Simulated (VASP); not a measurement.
Runs of VASP 6.6.1 on Eu. The structure is that of space group Im-3m (No. 229), or close to it. The cells are those of the table. 

| spin | cell | cutoff (eV) | second try | gap on the mesh (eV) | pressure (GPa) | moment (μB) |
| --- | --- | --- | --- | --- | --- | --- |
| collinear, ferromagnetic start | a = 3.978 Å, angles 109.5°, 1 atom | 520 | - | none | -1.8 | (b) |
| off | a = 3.795 Å, angles 109.5°, 1 atom | 690 | not_converged | none | -4.2 | - |
| collinear, ferromagnetic start | a = 3.799 Å, angles 109.5°, 1 atom | 520 | - | none | -0.3 | 7.23 |
| collinear, ferromagnetic start | a = 3.795 Å, angles 109.5°, 1 atom | 520 | - | none | (a) | 7.23 |

Alike in all rows: task single point; level PBE; potentials or basis VASP PAW PBE potentials, release 64 (Eu); k mesh 14 × 14 × 14; smearing gaussian 0.05 eV.

Q: Fill in the values left out.

A: (a) -0.4; (b) 7.32.

Caveats: spin-orbit coupling is left out, which moves the levels of the heavy elements; semilocal functionals describe open f shells poorly, which spoils levels, moments and volumes; the cell stands under tension (at least some runs).

A k mesh can miss the band edges, and the runs leave out spin-orbit coupling on Eu.

A gap of «none» marks levels without a gap at the run's occupations.
